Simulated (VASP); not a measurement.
# Zn (Im-3m) in VASP: notebook

Zn is run at these levels: r2SCANh, HSE06, PBE-based screened hybrid with 25 % exact exchange, B3LYP, PBEsol-based global hybrid with 25 % exact exchange; tasks: single point.

All numbers are computed with VASP 6.6.1; they aren't measurements. Logs are shortened: lines on timing, memory, paths and dates and some standing lists are left out, and cuts for length are marked.

## (1) The cell of the first run

It takes space group Im-3m (No. 229, cubic). Conventional cell: a = 3.138 Å, b = 3.138 Å, c = 3.138 Å, α = 90.00°, β = 90.00°, γ = 90.00°. Within 3.6 Å of Zn (site symmetry m-3m) lie 14 Zn at 2.72 to 3.14 Å.

This isn't the form of Zn at room conditions, which is hcp.

## (2) Single point, r2SCANh

Input file POSCAR:

```
Zn
1.0
   -1.5690370000      1.5690370000      1.5690370000
    1.5690370000     -1.5690370000      1.5690370000
    1.5690370000      1.5690370000     -1.5690370000
Zn
1
Direct
    0.0000000000      0.0000000000      0.0000000000
```

Input file INCAR.step1:

```
PREC = Accurate ; ENCUT = 520
EDIFF = 1E-5 ; ISMEAR = -1
SIGMA = 0.05 ; LREAL = F
LASPH = T ; NELM = 60
ALGO = Normal ; ISIF = 2
LWAVE = T ; LCHARG = F
NBANDS = 12 ; GGA = PE
```

Input file INCAR.step2:

```
PREC = Accurate ; ENCUT = 520
EDIFF = 1E-7 ; ISMEAR = -1
SIGMA = 0.05 ; LREAL = F
LASPH = T ; NELM = 60
ALGO = Normal ; ISIF = 2
LWAVE = F ; LCHARG = F
METAGGA = R2SCAN ; LHFCALC = T
AEXX = 0.1 ; LMIXTAU = T
PRECFOCK = Normal ; NBANDS = 12
ISTART = 1
```

Input file KPOINTS:

```
Automatic mesh
0
Gamma
  6 6 6
```

Potentials or basis: VASP PAW PBE potentials, release 64 (Zn).

Launch:

```console
$ cat potpaw_PBE.64/Zn/POTCAR > POTCAR
$ cp INCAR.step1 INCAR
$ mpirun -np 1 vasp_std > vasp.out
$ cp INCAR.step2 INCAR
$ mpirun -np 1 vasp_std > vasp.out
```

OUTCAR:

```text
PREC = Accurate
   ENCUT = 520
   EDIFF = 1E-7
   ISMEAR = -1
   LREAL = F
   LASPH = T
   NELM = 60
   ISIF = 2
   METAGGA = R2SCAN
   LHFCALC = T
   AEXX = 0.1
   PRECFOCK = Normal
   ISTART = 1

 ion  position               nearest neighbor table
   1  0.000  0.000  0.000-

  LATTYP: Found a body centered cubic cell.
 ALAT       =     3.1380740000

  Lattice vectors:

 A1 = (  -1.5690370000,   1.5690370000,   1.5690370000)
 A2 = (   1.5690370000,  -1.5690370000,   1.5690370000)
 A3 = (   1.5690370000,   1.5690370000,  -1.5690370000)

Analysis of symmetry for initial positions (statically):
=====================================================================
 Subroutine PRICEL returns:
 Original cell was already a primitive cell.

 Routine SETGRP: Setting up the symmetry group for a
 body centered cubic supercell.

 Subroutine GETGRP returns: Found 48 space group operations
 (whereof 48 operations were pure point group operations)
 out of a pool of 48 trial point group operations.

The static configuration has the point symmetry O_h .

Analysis of symmetry for dynamics (positions and initial velocities):
=====================================================================
 Subroutine PRICEL returns:
 Original cell was already a primitive cell.

 Routine SETGRP: Setting up the symmetry group for a
 body centered cubic supercell.

 Subroutine GETGRP returns: Found 48 space group operations
 (whereof 48 operations were pure point group operations)
 out of a pool of 48 trial point group operations.

The dynamic configuration has the point symmetry O_h .

 Subroutine INISYM returns: Found 48 space group operations
 (whereof 48 operations are pure point group operations),
 and found     1 'primitive' translations

----------------------------------------------------------------------------------------

                                     Primitive cell

  volume of cell :      15.4511

  direct lattice vectors                    reciprocal lattice vectors
    -1.569037000  1.569037000  1.569037000     0.000000000  0.318666800  0.318666800
     1.569037000 -1.569037000  1.569037000     0.318666800  0.000000000  0.318666800
     1.569037000  1.569037000 -1.569037000     0.318666800  0.318666800  0.000000000

  length of vectors
     2.717651803  2.717651803  2.717651803     0.450662911  0.450662911  0.450662911

  position of ions in fractional coordinates (direct lattice)
     0.000000000  0.000000000  0.000000000

  ion indices of the primitive-cell ions
   primitive index   ion index
                 1           1

----------------------------------------------------------------------------------------

 KPOINTS: Automatic mesh

Automatic generation of k-mesh.
 Grid dimensions read from file:
 generate k-points for:    6    6    6

 Generating k-lattice:

  Cartesian coordinates                     Fractional coordinates (reciprocal lattice)
     0.000000000  0.053111133  0.053111133     0.166666667  0.000000000  0.000000000
     0.053111133  0.000000000  0.053111133     0.000000000  0.166666667  0.000000000
     0.053111133  0.053111133  0.000000000     0.000000000  0.000000000  0.166666667

  Length of vectors
     0.075110485  0.075110485  0.075110485

  Shift w.r.t. Gamma in fractional coordinates (k-lattice)
     0.000000000  0.000000000  0.000000000

 Subroutine IBZKPT returns following result:
 ===========================================

 Found     16 irreducible k-points:

 Following reciprocal coordinates:
            Coordinates               Weight
  0.000000  0.000000  0.000000      1.000000
  0.166667  0.000000  0.000000     12.000000
  0.333333  0.000000  0.000000     12.000000
  0.500000  0.000000  0.000000      6.000000
  0.166667  0.166667  0.000000     24.000000
  0.333333  0.166667  0.000000     48.000000
[... 8 lines left out ...]
  0.500000  0.500000  0.333333     12.000000
  0.500000  0.500000  0.500000      1.000000
   k-points           NKPTS =     16   k-points in BZ     NKDIM =    216   number of bands    NBANDS=     12
[... 50 lines left out ...]
      9      17.8079      0.00000
     10      19.8912      0.00000
     11      21.3912      0.00000
     12      28.6242      0.00000

 k-point     4 :       0.5000    0.0000    0.0000
  band No.  band energies     occupation
      1      -6.7519      2.00000
      2      -6.4331      2.00000
      3      -5.6459      2.00000
      4      -5.5931      2.00000
      5      -5.2692      2.00000
      6      -0.1610      2.00000
      7       1.8714      2.00000
      8      15.4920      0.00000
      9      16.7969      0.00000
     10      19.2088      0.00000
     11      20.9422      0.00000
     12      32.5629      0.00000

 k-point     5 :       0.1667    0.1667    0.0000
  band No.  band energies     occupation
      1      -6.5368      2.00000
      2      -6.2112      2.00000
      3      -6.0915      2.00000
      4      -5.7271      2.00000
      5      -5.5968      2.00000
      6      -4.8723      2.00000
      7      12.3872      0.00000
      8      12.5680      0.00000
      9      17.5136      0.00000
     10      23.1871      0.00000
     11      23.9676      0.00000
     12      27.7108      0.00000
[... 108 lines left out ...]
      1      -6.3334      2.00000
      2      -6.2879      2.00000
      3      -6.0722      2.00000
      4      -5.6383      2.00000
      5      -5.4139      2.00000
      6       0.8027      2.00000
      7       6.8173      0.00000
      8       6.8603      0.00000
      9      17.7775      0.00000
     10      18.1777      0.00000
     11      22.8083      0.00000
     12      24.8368      0.00000

 k-point    14 :      -0.3333    0.3333    0.3333
  band No.  band energies     occupation
      1      -6.4099      2.00000
      2      -6.3749      2.00000
      3      -5.6891      2.00000
      4      -5.6890      2.00000
      5      -5.5373      2.00000
      6      -0.2239      2.00000
      7      10.1307      0.00000
      8      10.1309      0.00000
      9      13.0732      0.00000
     10      13.3797      0.00000
     11      22.6388      0.00000
     12      32.1102      0.00000

 k-point    15 :       0.5000    0.5000    0.3333
  band No.  band energies     occupation
      1      -6.5586      2.00000
      2      -6.5045      2.00000
      3      -5.6531      2.00000
      4      -5.5491      2.00000
      5      -5.3274      2.00000
      6       4.6209      0.00000
      7       4.9605      0.00000
      8       8.9791      0.00000
      9      12.5380      0.00000
     10      16.5328      0.00000
     11      16.5507      0.00000
     12      31.4902      0.00000

 k-point    16 :       0.5000    0.5000    0.5000
  band No.  band energies     occupation
      1      -6.7038      2.00000
      2      -6.7038      2.00000
      3      -5.3470      2.00000
      4      -5.3468      2.00000
      5      -5.3468      2.00000
      6       7.7851      0.00000
      7       7.7851      0.00000
      8       7.7855      0.00000
      9      11.7153      0.00000
     10      11.9954      0.00000
     11      11.9954      0.00000
     12      37.8941      0.00000

------------------------ aborting loop because EDIFF is reached ----------------------------------------

  FORCE on cell =-STRESS in cart. coord.  units (eV):
  Direction    XX          YY          ZZ          XY          YZ          ZX
  --------------------------------------------------------------------------------------
  -------------------------------------------------------------------------------------
  Total       -0.3198381     -0.3198381     -0.3198381      0.0000000      0.0000000     -0.0000000
  in kB      -33.1650976    -33.1650976    -33.1650976      0.0000000      0.0000000     -0.0000000
  external PRESSURE =     -33.1650976 kB  Pullay stress =       0.0000000 kB

 VOLUME and BASIS-vectors are now :
 -----------------------------------------------------------------------------
  energy-cutoff  :      520.00
  volume of cell :       15.45
      direct lattice vectors                 reciprocal lattice vectors
    -1.569037000  1.569037000  1.569037000     0.000000000  0.318666800  0.318666800
     1.569037000 -1.569037000  1.569037000     0.318666800  0.000000000  0.318666800
     1.569037000  1.569037000 -1.569037000     0.318666800  0.318666800  0.000000000

 POSITION                                       TOTAL-FORCE (eV/Angst)
 -----------------------------------------------------------------------------------
      0.00000      0.00000      0.00000        -0.000000      0.000000     -0.000000
 -----------------------------------------------------------------------------------
    total drift:                                0.000000     -0.000000      0.000000

  FREE ENERGIE OF THE ION-ELECTRON SYSTEM (eV)
  ---------------------------------------------------
  free  energy   TOTEN  =        -8.1486216257 eV

  energy  without entropy=       -8.1454803270  energy(sigma->0) =       -8.14705098
```

It took 10 min on 1 thread of Intel Xeon Platinum 8259CL at 2.50GHz (Skylake/Cascade Lake), shared host; peak memory 0.14 GiB.

What came out:

```yaml
Free_energy: -8.1486 eV
Pressure: -3.3 GPa
Band_gap_on_the_k_mesh: zero (bands 6 and 7 overlap by 5.91 eV)
```

Caveat: the k points lie up to 0.47 Å⁻¹ apart, too coarse for converged energies and pressures of a metal; the PAW data sets were made with another functional, which shifts forces and pressure a little.

## (3) Single point, HSE06

This run uses another cell than the first one, of 15.51 Å³/atom.

Input file POSCAR:

```
Zn
1.0
   -1.5710814142      1.5710814142      1.5710814142
    1.5710814142     -1.5710814142      1.5710814142
    1.5710814142      1.5710814142     -1.5710814142
Zn
1
Direct
    0.0000000000      0.0000000000      0.0000000000
```

Input file INCAR.step1:

```
PREC = Accurate
ENCUT = 520
EDIFF = 1E-5
ISMEAR = -1
SIGMA = 0.05
LREAL = F
LASPH = T
NELM = 100
ALGO = Normal
ISIF = 2
LWAVE = T
LCHARG = F
NBANDS = 12
GGA = PE
```

Input file INCAR.step2:

```
PREC = Accurate
ENCUT = 520
EDIFF = 1E-6
ISMEAR = -1
SIGMA = 0.05
LREAL = F
LASPH = T
NELM = 100
ALGO = Normal
ISIF = 2
LWAVE = F
LCHARG = F
GGA = PE
LHFCALC = T
HFSCREEN = 0.2079
PRECFOCK = Normal
NBANDS = 12
ISTART = 1
```

Input file KPOINTS:

```
regular mesh
0
Gamma
  6 6 6
```

Potentials or basis: VASP PAW PBE potentials, release 64 (Zn).

Launch:

```console
$ cat potpaw_PBE.64/Zn/POTCAR > POTCAR
$ cp INCAR.step1 INCAR
$ mpirun -np 1 vasp_std > vasp.out
$ cp INCAR.step2 INCAR
$ mpirun -np 1 vasp_std > vasp.out
```

Run time: 5.8 min. Hardware: 1 thread of Intel Xeon Platinum 8259CL at 2.50GHz (Skylake/Cascade Lake), shared host; peak memory 0.22 GiB.

Results (log left out):

```yaml
Free_energy: -1.1734 eV
Pressure: 0.0 GPa
Band_gap_on_the_k_mesh: zero (bands 6 and 7 overlap by 5.82 eV)
```

Levels at points of the mesh, in eV from the Fermi level:
```csv
k point,band 3,band 4,band 5,band 6,band 7,band 8,band 9,band 10
"(0.00, 0.00, 0.00)",-10.37,-10.37,-9.89,-9.89,20.02,20.02,20.02,21.20
"(0.50, 0.00, 0.00)",-9.90,-9.85,-9.51,-3.39,-1.45,11.95,13.19,15.72
"(0.50, 0.50, 0.50)",-9.59,-9.59,-9.59,4.37,4.37,4.37,8.23,8.61
```

Caveat: the k points lie up to 0.47 Å⁻¹ apart, too coarse for converged energies and pressures of a metal; the PAW data sets were made with another functional, which shifts forces and pressure a little.

## (4) Single point, PBE-based screened hybrid with 25 % exact exchange

This run uses another cell than the first one, of 15.56 Å³/atom.

Input file POSCAR:

```
Zn
1.0
   -1.5727714914      1.5727714914      1.5727714914
    1.5727714914     -1.5727714914      1.5727714914
    1.5727714914      1.5727714914     -1.5727714914
Zn
1
Direct
    0.0000000000      0.0000000000      0.0000000000
```

Input file INCAR.step1:

```
PREC = Accurate
ENCUT = 520
EDIFF = 1E-5
ISMEAR = -1
SIGMA = 0.05
LREAL = F
LASPH = T
NELM = 60
ALGO = Normal
ISIF = 2
LWAVE = T
GGA = PE
NBANDS = 12
```

Input file INCAR.step2:

```
PREC = Accurate
ENCUT = 520
EDIFF = 1E-7
ISMEAR = -1
SIGMA = 0.05
LREAL = F
LASPH = T
NELM = 60
ALGO = Normal
ISIF = 2
LWAVE = F
LCHARG = T
GGA = PE
LHFCALC = T
AEXX = 0.25
HFSCREEN = 0.3
PRECFOCK = Normal
LELF = T
LVHAR = T
ISTART = 1
NBANDS = 12
```

KPOINTS is that of step 3.

Launch:

```console
$ cat potpaw_PBE.64/Zn/POTCAR > POTCAR
$ cp INCAR.step1 INCAR
$ mpirun -np 1 vasp_std > vasp.out
$ cp INCAR.step2 INCAR
$ mpirun -np 1 vasp_std > vasp.out
```

Run time: 9.3 min. Hardware: 1 thread of Intel Xeon Platinum 8259CL at 2.50GHz (Skylake/Cascade Lake), shared host; peak memory 0.23 GiB.

Results (log left out):

| Item | Value |
| --- | --- |
| Free energy | -1.1676 eV |
| Pressure | 0.1 GPa |
| Band gap on the k mesh | zero (bands 6 and 7 overlap by 5.67 eV) |

Levels at points of the mesh, in eV from the Fermi level:
```tsv
k point	band 4	band 5	band 6	band 7	band 8	band 9
(0.00, 0.00, 0.00)	-10.14	-9.66	-9.66	19.84	19.84	19.84
(0.50, 0.00, 0.00)	-9.62	-9.29	-3.24	-1.39	11.81	13.06
(0.50, 0.50, 0.50)	-9.37	-9.37	4.29	4.29	4.29	8.07
```

Caveat: the k points lie up to 0.47 Å⁻¹ apart, too coarse for converged energies and pressures of a metal; the PAW data sets were made with another functional, which shifts forces and pressure a little.

## (5) Single point, B3LYP

This run uses another cell than the first one, of 16.38 Å³/atom.

Input file POSCAR:

```
Zn
1.0
   -1.5999328428      1.5999328428      1.5999328428
    1.5999328428     -1.5999328428      1.5999328428
    1.5999328428      1.5999328428     -1.5999328428
Zn
1
Direct
    0.0000000000      0.0000000000      0.0000000000
```

INCAR.step1: that of step 4 with these lines changed.

```diff
@@ -11,3 +11,3 @@
 LWAVE = T
+NBANDS = 12
 GGA = PE
-NBANDS = 12
```

Input file INCAR.step2:

```
PREC = Accurate
ENCUT = 520
EDIFF = 1E-6
ISMEAR = -1
SIGMA = 0.05
LREAL = F
LASPH = T
NELM = 60
ALGO = Normal
ISIF = 2
LWAVE = F
LCHARG = T
GGA = B3
LHFCALC = T
AEXX = 0.2
AGGAX = 0.72
AGGAC = 0.81
ALDAC = 0.19
PRECFOCK = Normal
LELF = T
LVHAR = T
NBANDS = 12
ISTART = 1
```

KPOINTS is that of step 4.

Launch:

```console
$ cat potpaw_PBE.64/Zn/POTCAR > POTCAR
$ cp INCAR.step1 INCAR
$ mpirun -np 1 vasp_std > vasp.out
$ cp INCAR.step2 INCAR
$ mpirun -np 1 vasp_std > vasp.out
```

It took 6.4 min on 1 thread of Intel Xeon Platinum 8259CL at 2.50GHz (Skylake/Cascade Lake), shared host; peak memory 0.14 GiB.

The run converged. Its results:

```yaml
Free_energy: -0.5001 eV
Pressure: 0.0 GPa
Band_gap_on_the_k_mesh: zero (bands 6 and 7 overlap by 6.35 eV)
```

Levels at points of the mesh, in eV from the Fermi level:
```csv
k point,band 3,band 4,band 5,band 6,band 7,band 8,band 9,band 10
"(0.00, 0.00, 0.00)",-10.18,-10.18,-9.73,-9.73,18.90,18.90,18.90,21.32
"(0.50, 0.00, 0.00)",-9.75,-9.71,-9.40,-3.09,-1.78,11.53,13.12,15.73
"(0.50, 0.50, 0.50)",-9.47,-9.47,-9.47,4.57,4.57,4.57,7.38,9.07
```

Caveat: the k points lie up to 0.46 Å⁻¹ apart, too coarse for converged energies and pressures of a metal; the PAW data sets were made with another functional, which shifts forces and pressure a little.

## (6) Single point, PBEsol-based global hybrid with 25 % exact exchange

This run uses another cell than the first one, of 14.76 Å³/atom.

Input file POSCAR:

```
Zn
1.0
   -1.5453289193      1.5453289193      1.5453289193
    1.5453289193     -1.5453289193      1.5453289193
    1.5453289193      1.5453289193     -1.5453289193
Zn
1
Direct
    0.0000000000      0.0000000000      0.0000000000
```

Input file INCAR.step1:

```
SYSTEM = Zn
PREC     = Accurate       ! precision mode
ENCUT    = 520            ! plane-wave cutoff, eV
EDIFF    = 1E-5           ! SCF threshold, eV
ISMEAR   = -1             ! smearing method
SIGMA    = 0.05           ! smearing width, eV
LREAL    = .False.        ! projectors in reciprocal space
LASPH    = .True.         ! aspherical terms in the spheres
NELM     = 80             ! most SCF steps
ALGO     = Normal         ! electronic algorithm
ISIF     = 2              ! what is computed and relaxed
LWAVE    = .True.         ! write WAVECAR
NBANDS   = 12             ! bands
GGA      = PE             ! functional
```

Input file INCAR.step2:

```
SYSTEM = Zn
PREC     = Accurate       ! precision mode
ENCUT    = 520            ! plane-wave cutoff, eV
EDIFF    = 1E-7           ! SCF threshold, eV
ISMEAR   = -1             ! smearing method
SIGMA    = 0.05           ! smearing width, eV
LREAL    = .False.        ! projectors in reciprocal space
LASPH    = .True.         ! aspherical terms in the spheres
NELM     = 80             ! most SCF steps
ALGO     = Normal         ! electronic algorithm
ISIF     = 2              ! what is computed and relaxed
LWAVE    = .False.        ! write WAVECAR
LCHARG   = .True.         ! write CHGCAR
GGA      = PS             ! functional
LHFCALC  = .True.         ! exact exchange
AEXX     = 0.25           ! exact-exchange fraction
PRECFOCK = Normal       
LELF     = .True.         ! ELF
LVHAR    = .True.       
NBANDS   = 12             ! bands
ISTART   = 1
```

Input file KPOINTS:

```
Automatic mesh
0
Gamma
  6 6 6
  0 0 0
```

Potentials or basis: VASP PAW PBE potentials, release 64 (Zn).

Launch:

```console
$ cat potpaw_PBE.64/Zn/POTCAR > POTCAR
$ cp INCAR.step1 INCAR
$ mpirun -np 1 vasp_std > vasp.out
$ cp INCAR.step2 INCAR
$ mpirun -np 1 vasp_std > vasp.out
```

Run time: 3.4 min. Hardware: 1 thread of Intel Xeon 6975P-C (Granite Rapids), shared host; peak memory 0.13 GiB.

Results (log left out):

```yaml
Free_energy: -1.5136 eV
Pressure: 0.0 GPa
Band_gap_on_the_k_mesh: zero (bands 6 and 7 overlap by 6.54 eV)
```

Levels at points of the mesh, in eV from the Fermi level:
| k point | band 2 | band 3 | band 4 | band 5 | band 6 | band 7 | band 8 | band 9 | band 10 | band 11 |
| --- | --- | --- | --- | --- | --- | --- | --- | --- | --- | --- |
| (0.00, 0.00, 0.00) | -11.17 | -11.17 | -11.17 | -10.64 | -10.64 | 20.97 | 20.97 | 20.97 | 21.83 | 21.83 |
| (0.50, 0.00, 0.00) | -11.50 | -10.65 | -10.59 | -10.22 | -4.26 | -1.96 | 12.49 | 13.68 | 16.32 | 18.16 |
| (0.50, 0.50, 0.50) | -11.78 | -10.30 | -10.30 | -10.30 | 4.58 | 4.58 | 4.58 | 8.94 | 8.99 | 8.99 |

Caveat: the k points lie up to 0.48 Å⁻¹ apart, too coarse for converged energies and pressures of a metal; the PAW data sets were made with another functional, which shifts forces and pressure a little.

## (7) The runs side by side

| level | cell | share of exact exchange | screening parameter | gap on the mesh (eV) | pressure (GPa) |
| --- | --- | --- | --- | --- | --- |
| r2SCANh | a = 2.718 Å, angles 109.5°, 1 atom | 0.1 | - | none | -3.3 |
| HSE06 | a = 2.721 Å, angles 109.5°, 1 atom | 0.25 | 0.2079 1/Å | none | 0.0 |
| PBE-based screened hybrid with 25 % exact exchange | a = 2.724 Å, angles 109.5°, 1 atom | 0.25 | 0.3 1/Å | none | 0.1 |
| B3LYP | a = 2.771 Å, angles 109.5°, 1 atom | 0.2 | - | none | 0.0 |
| PBEsol-based global hybrid with 25 % exact exchange | a = 2.677 Å, angles 109.5°, 1 atom | 0.25 | - | none | 0.0 |

Alike in all rows: task single point; potentials or basis VASP PAW PBE potentials, release 64 (Zn); no spin polarisation; k mesh 6 × 6 × 6; cutoff (eV) 520; smearing fermi-dirac 0.05 eV.

Caveats: all runs use coarse meshes; the PAW data sets were made with another functional, which shifts forces and pressure a little.

Absolute energies hang on the potentials; compare differences alone.
